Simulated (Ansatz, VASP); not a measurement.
## IrO: VASP beside Ansatz

```xyz
4
Lattice="3.1772 0.0000 0.0000 -1.5886 2.7515 0.0000 0.0000 0.0000 5.3429" Properties=species:S:1:pos:R:3 pbc="T T T"
Ir    0.0000    0.0000    0.0000
Ir    0.0000    0.0000    2.6715
O     0.0000    1.8343    1.3357
O     1.5886    0.9172    4.0072
```

Alike in both runs: functional r2SCAN; k mesh 6 × 6 × 4; occupations gaussian, width 0.1 eV; no spin polarisation.

Ansatz relaxed the structure, and its values are those at the end. VASP's run is a single point on that final structure, the one shown.

|  | VASP | Ansatz |
| --- | --- | --- |
| version | VASP 6.6.1 | Ansatz 0.2.0 |
| potentials or method | VASP PAW PBE potentials, release 64 (Ir, O), cutoff 520 eV | scalar-relativistic, plane waves, PAW |
| valence electrons in the cell | 30 | 46 |

|  | VASP | Ansatz | Ansatz less VASP |
| --- | --- | --- | --- |
| gap on the k mesh at the Fermi level (eV) | none | none | - |
| pressure (GPa) | 1.8 | 0.1 | -1.75 |

VASP's potentials were made for PBE, not for r2SCAN. A gap of «none» marks a metal or a gap that the smearing closes. VASP's potentials hold 30 valence electrons a cell and Ansatz's 46, so a difference there can come from the potentials and not from the codes.

The k mesh is coarse, so the values compare programs but aren't converged. Spin-orbit coupling is off throughout.
